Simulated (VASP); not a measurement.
Here is a VASP 6.6.1 calculation.

INCAR

```
SYSTEM = SnSe2
PREC = Accurate ; ENCUT = 520
EDIFF = 1E-6 ; ISMEAR = 0
SIGMA = 0.1 ; LREAL = .False.
LASPH = .True. ; NELM = 60
ALGO = Normal ; ISIF = 2
LWAVE = .False. ; LCHARG = .False.
LDIPOL = .True. ; IDIPOL = 3
DIPOL = 0.5 0.5 0.500 ; GGA = PE
NBANDS = 20
```

KPOINTS

```
regular mesh
0
Gamma
  6 6 1
  0 0 0
```

POSCAR

```
SnSe2
1.0
    3.8109990000      0.0000000000      0.0000000000
   -1.9054990000      3.3004220000      0.0000000000
    0.0000000000      0.0000000000     18.0000000000
Sn Se
1 2
Direct
    0.0000000000      0.0000000000      0.5000000000
    0.6666666700      0.3333333300      0.5852361100
    0.3333333300      0.6666666700      0.4147638900
```

Potentials or basis: VASP PAW PBE potentials, release 64 (Sn_d, Se).

The run is started by

```bash
$ cat potpaw_PBE.64/Sn_d/POTCAR potpaw_PBE.64/Se/POTCAR > POTCAR
$ mpirun -np 1 vasp_std > vasp.out
```

Predict the largest force.

0.807 eV/Å.

Estimate the band gap on the k mesh.

0.95 eV (least direct gap 1.25 eV).

Forces in eV/Å, atoms in the order of the input:
```
Sn   0.000  0.000  0.000
Se   0.000  0.000  0.807
Se   0.000  0.000 -0.807
```

Caveat: spin-orbit coupling is left out, which moves the levels of the heavy elements.
